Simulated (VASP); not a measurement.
Set up this calculation in VASP 6.6.1, as the native input.

| Item | Value |
| --- | --- |
| Task | relaxation of cell and atoms |
| Functional | PBEsol |
| Dispersion | D3(BJ) |
| Potentials or basis | VASP PAW PBE potentials, release 64 (Mo_sv, S) |
| Cutoff | 600 eV |
| k mesh | 10 × 10 × 5 |
| Occupations | fermi-dirac, width 0.15 eV |
| Spin | no spin polarisation |
| Dipole correction | no |
| Further INCAR settings | ALGO = Normal; EDIFF = 1e-07; IBRION = 2; EDIFFG = -0.01; NSW = 50; ISIF = 3 |

The structure of MoS2 lies in POSCAR:

```
MoS2
1.0
    3.2274650000      0.0000000000      0.0000000000
   -1.6137325000      2.7950666798      0.0000000000
    0.0000000000      0.0000000000      6.3124730000
Mo S
1 2
Direct
    0.0000000000      0.0000000000      0.5000000000
    0.3333333333      0.6666666667      0.2553200000
    0.6666666667      0.3333333333      0.7446800000
```

The input as run:

INCAR

```
SYSTEM = MoS2
  PREC = Accurate
  ENCUT = 600
  EDIFF = 1E-7
  ISMEAR = -1
  SIGMA = 0.15
  LREAL = .False.
  LASPH = .True.
  NELM = 60
  ALGO = Normal
  ISIF = 3
  LWAVE = .False.
  LCHARG = .False.
  GGA = PS
  IVDW = 12
  IBRION = 2
  NSW = 50
  EDIFFG = -0.01
```

KPOINTS

```
Automatic mesh
0
Gamma
  10 10 5
  0 0 0
```

Potentials or basis: VASP PAW PBE potentials, release 64 (Mo_sv, S).

Run with:

```console
$ cat potpaw_PBE.64/Mo_sv/POTCAR potpaw_PBE.64/S/POTCAR > POTCAR
$ mpirun -np 1 vasp_std > vasp.out
```

Results of the run:

```yaml
Relaxed_volume: 15.86 Å³/atom
Relaxed_cell: a = 3.140 Å, b = 3.140 Å, c = 5.573 Å, α = 90.00°, β = 90.00°, γ = 120.00°
Space_group_after_relaxing_to_0.1_Å: P-3m1 (No. 164)
Energy_gained_by_relaxing: 70.6 meV/atom
Ionic_steps: 25
Pressure_after_relaxing: 0.0 GPa
Band_gap_on_the_k_mesh: zero (bands 13 and 14 overlap by 1.04 eV)
Dispersion_energy_per_atom: -0.415 eV
```

Caveat: the volume moved by over 15 % at a fixed basis, so the end points are rough; the PAW data sets were made with another functional, which shifts forces and pressure a little.

Run time: 25 min on 1 thread of Intel Xeon 8259CL, on a shared host, peak memory 0.26 GiB.
